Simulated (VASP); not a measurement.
Set up this calculation in VASP 6.6.1, as the native input.

* Task: single point
* Functional: PBE
* Potentials or basis: VASP PAW PBE potentials, release 64 (O, H, F)
* Cutoff: 520 eV
* k mesh: 1 × 1 × 1
* Occupations: fermi-dirac, width 0.05 eV
* Spin: no spin polarisation
* Dipole correction: no
* Further INCAR settings: ALGO = Normal; EDIFF = 1e-06; NBANDS = 55

The structure of H17O8F lies in POSCAR:

```
H17O8F
1.0
    6.4950650000      0.0000000000      0.0000000000
    0.0000000000      6.4950650000      0.0000000000
    0.0000000000      0.0000000000      6.4950650000
O H F
8 17 1
Direct
    0.9278275121      0.8852105406      0.5263226773
    0.1042945683      0.4282944051      0.2559481699
    0.8393757414      0.0932708141      1.0315986060
    0.3364092584      0.6062294989      0.6306480382
    0.6401167656      0.1974576082      0.5193943402
    0.2722528566      0.8374665996      0.0398918256
    0.2181502418      0.2020764996      0.7956194434
    0.7011785101      0.6380074718      0.7504466853
    0.8295528990      0.9895205052      0.4945601006
    0.9251023662      0.8656572336      0.3832602137
    0.1024162191      0.5457990028      0.1708989825
   -0.0085295528      0.3426909507      0.2114528492
    0.7272444541      0.0493759493      0.9669033335
    0.9318613440      0.1365652230      0.9165112281
    0.2488504734      0.5927269396      0.5155144714
    0.2834767627      0.6817945625      0.7455968493
    0.6702627302      0.3020293099      0.6282462146
    0.5524502064      0.2706978298      0.4231828319
    0.3122524563      0.9791895847     -0.0001847557
    0.3970706991      0.7716012080      0.0867735735
    0.2658325975      0.3410127535      0.7580370635
    0.2035699412      0.1422464594      0.6564984338
    0.8029172918      0.7104624819      0.6500781747
    0.5637203015      0.6689232517      0.6944349287
    0.6762364965      0.6648124384     -0.0726397657
    0.6188390724      0.6692465741      0.0968119642
```

These files were run (other wordings do the same):

INCAR

```
SYSTEM = H17O8F
PREC = Accurate ; ENCUT = 520
EDIFF = 1E-6 ; ISMEAR = -1
SIGMA = 0.05 ; LREAL = .False.
LASPH = .True. ; NELM = 120
ALGO = Normal ; ISIF = 2
LWAVE = .False. ; LCHARG = .True.
GGA = PE ; LELF = .True.
LVHAR = .True. ; NBANDS = 55
GGA_COMPAT = .False.
```

KPOINTS

```
Automatic mesh
0
Gamma
  1 1 1
  0 0 0
```

Potentials or basis: VASP PAW PBE potentials, release 64 (O, H, F).

Run with:

```sh
$ cat potpaw_PBE.64/O/POTCAR potpaw_PBE.64/H/POTCAR potpaw_PBE.64/F/POTCAR > POTCAR
$ mpirun -np 1 vasp_gam > vasp.out
```

It gave:

```json
{"Pressure": "2.8 GPa", "Largest force": "5.906 eV/Å", "Band gap on the k mesh": "4.57 eV"}
```

Caveat: the k points lie up to 0.97 Å⁻¹ apart.

Wall time 59 s on 1 thread of Intel Xeon 8259CL (shared host), peak memory 0.3 GiB.
